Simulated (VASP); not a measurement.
**GaP: single point with r2SCAN0**

The system is GaP.

```
Ga P
1.0
     3.45666    0.00000    0.00000
     0.00000    3.45666    0.00000
     0.00000    0.00000    2.80256
Ga P
1 1
Direct
  0.00000 0.00000 0.00000
  0.50000 0.50000 0.50000
```

```json
{
  "Program": "VASP 6.6.1",
  "Task": "single point",
  "Functional": "r2SCAN0",
  "Potentials or basis": "VASP PAW PBE potentials, release 64 (Ga_d, P)",
  "Cutoff": "520 eV",
  "k mesh": "4 × 4 × 5",
  "Occupations": "fermi-dirac, width 0.05 eV",
  "Spin": "no spin polarisation",
  "Dipole correction": "no",
  "Grid for exact exchange (PRECFOCK)": "Normal",
  "Further INCAR settings": "ALGO = Normal; EDIFF = 1e-06; NBANDS = 16",
  "Share of exact exchange": "0.25"
}
```

- Pressure: -1.9 GPa
- Band gap on the k mesh: zero (bands 9 and 10 overlap by 7.34 eV)

Stress tensor (GPa, compression positive):
```
-8.12  0.00  0.00
 0.00 -8.12  0.00
 0.00  0.00 10.53
```

Levels at points of the mesh, in eV from the Fermi level:
| k point | band 7 | band 8 | band 9 | band 10 | band 11 | band 12 |
| --- | --- | --- | --- | --- | --- | --- |
| (0.00, 0.00, 0.00) | -3.54 | -3.54 | -3.35 | 3.19 | 4.16 | 7.91 |
| (0.50, 0.00, 0.00) | -11.40 | -1.40 | 3.22 | 3.24 | 3.72 | 4.55 |
| (0.50, 0.50, 0.00) | -7.85 | -7.85 | -7.75 | 5.22 | 11.23 | 11.23 |

It took 12 min on 1 thread of AMD EPYC 7R43 64-Core Processor (Zen 3), on a shared host, peak memory 0.13 GiB.

Caveat: the k points lie up to 0.45 Å⁻¹ apart, too coarse for converged energies and pressures of a metal; the PAW data sets were made with another functional, which shifts forces and pressure a little.
